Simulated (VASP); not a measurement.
Input of a VASP 6.6.1 run:

INCAR

```
  PREC = Accurate
  ENCUT = 520
  EDIFF = 1E-6
  ISMEAR = 0
  SIGMA = 0.1
  LREAL = F
  LASPH = T
  NELM = 100
  ALGO = Normal
  ISIF = 2
  LWAVE = F
  LCHARG = T
  GGA = PE
  LELF = T
  LVHAR = T
  NBANDS = 22
```

Contents of KPOINTS:

```
regular mesh
0
Gamma
  18 18 6
```

POSCAR

```
LiPb2
1.0
    3.4272331715      0.0000000000      0.0000000000
   -1.7136165858      2.9680709912      0.0000000000
    0.0000000000      0.0000000000      8.8935290029
Li Pb
1 2
Direct
    0.0000000000      0.0000000000      0.0000000000
    0.0000000000      0.0000000000      0.3206157674
    0.0000000000      0.0000000000      0.6793842326
```

Potentials or basis: VASP PAW PBE potentials, release 64 (Li_sv, Pb_d).

The run is started by

```sh
$ cat potpaw_PBE.64/Li_sv/POTCAR potpaw_PBE.64/Pb_d/POTCAR > POTCAR
$ mpirun -np 1 vasp_std > vasp.out
```

Q: Predict the largest force.

A: 0.004 eV/Å.

Forces on the atoms (eV/Å):
```
Li   0.000  0.000  0.000
Pb   0.000  0.000  0.004
Pb   0.000  0.000 -0.004
```
